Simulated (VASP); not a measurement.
Runs of VASP 6.6.1 on BN. The structure is that of space group P6_3mc (No. 186), or close to it. The cells are those of the table. 

```csv
task,cell,cutoff (eV),gap on the mesh (eV),pressure (GPa)
relaxation of shape and atoms at fixed volume,"relaxed from a = 2.472, b = 2.472, c = 4.089 Å, angles 90.0, 90.0, 120.0°, 4 atoms",600,4.98,37.2
single point,"a = 2.471, b = 2.471, c = 4.090 Å, angles 90.0, 90.0, 120.0°, 4 atoms",520,4.98,37.6
single point,"a = 2.507, b = 2.507, c = 4.147 Å, angles 90.0, 90.0, 120.0°, 4 atoms",520,5.09,(a)
single point,"a = 2.575, b = 2.575, c = 4.258 Å, angles 90.0, 90.0, 120.0°, 4 atoms",520,5.26,-13.7
relaxation of shape and atoms at fixed volume,"relaxed from a = 2.507, b = 2.507, c = 4.147 Å, angles 90.0, 90.0, 120.0°, 4 atoms",600,5.09,16.9
relaxation of shape and atoms at fixed volume,"relaxed from a = 2.575, b = 2.575, c = 4.259 Å, angles 90.0, 90.0, 120.0°, 4 atoms",600,5.26,-14.0
```

Alike in all rows: level PBE+D3(BJ); potentials or basis VASP PAW PBE potentials, release 64 (B, N); no spin polarisation; k mesh 12 × 12 × 6; smearing gaussian 0.05 eV.

Task: Fill in the values left out.

Result: (a) 17.2.

A k mesh can miss the band edges.
